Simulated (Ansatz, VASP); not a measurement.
One calculation of Ga3B2As, two programs

```xyz
6
Lattice="3.1603 1.8246 3.4212 -3.1603 1.8246 3.4212 0.0000 -3.6492 3.4212" Properties=species:S:1:pos:R:3 pbc="T T T"
Ga    0.0000    1.8246    3.4212
Ga   -1.5801   -0.9123    3.4212
Ga    1.5801   -0.9123    3.4212
B     0.0000    0.0000    5.9398
B     0.0000    0.0000    4.3239
As    0.0000    0.0000    0.0000
```

Alike in both runs: functional PBE; k mesh 6 × 6 × 6; occupations gaussian, width 0.1 eV; no spin polarisation.

Ansatz relaxed the structure, and its values are those at the end. VASP's run is a single point on that final structure, the one shown.

|  | VASP | Ansatz |
| --- | --- | --- |
| version | VASP 6.6.1 | Ansatz 0.2.0 |
| potentials or method | VASP PAW PBE potentials, release 64 (Ga_d, B, As), cutoff 520 eV | scalar-relativistic, plane waves, PAW |
| valence electrons in the cell | 50 | 60 |

VASP gave:

- gap on the k mesh at the Fermi level (eV): none
- pressure (GPa): -0.1
- rms of the force components (eV/Å): 0.011

Problem. What did Ansatz give for the same quantities?

Solution. gap on the k mesh at the Fermi level (eV): none; pressure (GPa): -0.1; rms of the force components (eV/Å): 0.013.

A gap of «none» marks a metal or a gap that the smearing closes. The functional is the same, so the differences come from potentials, cutoffs and numerics. VASP's potentials hold 50 valence electrons a cell and Ansatz's 60, so a difference there can come from the potentials and not from the codes.
